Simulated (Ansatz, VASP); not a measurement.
As3Pb in VASP and in Ansatz

```
As Pb
1.0
    -2.07511    2.07511    5.34268
     2.07511   -2.07511    5.34268
     2.07511    2.07511   -5.34268
As Pb
3 1
Direct
  0.50000 0.50000 0.00000
  0.25000 0.75000 0.50000
  0.75000 0.25000 0.50000
  0.00000 0.00000 0.00000
```

Alike in both runs: functional PBE; k mesh 16 × 16 × 16; occupations gaussian, width 0.1 eV; no spin polarisation.

Ansatz relaxed the structure, and its values are those at the end. VASP's run is a single point on that final structure, the one shown.

|  | VASP | Ansatz |
| --- | --- | --- |
| version | VASP 6.6.1 | Ansatz 0.2.0 |
| potentials or method | VASP PAW PBE potentials, release 64 (As, Pb_d), cutoff 520 eV | scalar-relativistic, plane waves, PAW |
| valence electrons in the cell | 29 | 59 |

|  | VASP | Ansatz | Ansatz less VASP |
| --- | --- | --- | --- |
| gap on the k mesh at the Fermi level (eV) | none | none | - |
| pressure (GPa) | 0.0 | 0.0 | -0.01 |

A gap of «none» marks a metal or a gap that the smearing closes. VASP's potentials hold 29 valence electrons a cell and Ansatz's 59, so a difference there can come from the potentials and not from the codes.

Neither program's run includes spin-orbit coupling.
